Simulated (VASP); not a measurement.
Sn:

```
Sn
1.0
     0.00000    3.28446    3.30055
     3.28446    0.00000    3.30055
     3.28446    3.28446    0.00000
Sn
2
Cartesian
  0.0000 0.0000 0.0000
  1.6422 1.6422 1.6503
```

This cell differs from its parent crystal: uniaxial z strain +0.5%.

Base run:

```yaml
Program: VASP 6.6.1
Functional: r2SCAN
Potentials_or_basis: VASP PAW PBE potentials, release 64 (Sn_d)
Cutoff: 520 eV
k_mesh: 6 × 6 × 6
Occupations: fermi-dirac, width 0.02 eV
Spin: no spin polarisation
```

Its results: band gap on the k mesh zero (filled and empty bands touch); pressure -0.2 GPa.

**Question.** The run is repeated on the same cell with these changes: functional from r2SCAN to PBE; further incar settings from ALGO = Normal; EDIFF = 1e-07; NBANDS = 21 to ALGO = Normal; EDIFF = 1e-06; NBANDS = 21. What comes out?

**Answer.** Band gap on the k mesh zero (band 14 reaches 5.32 eV, above the bottom of band 15 at 5.13 eV); pressure 1.3 GPa.

Caveats: spin-orbit coupling is left out, which moves the levels of the heavy elements; the PAW data sets were made with another functional, which shifts forces and pressure a little (some runs).
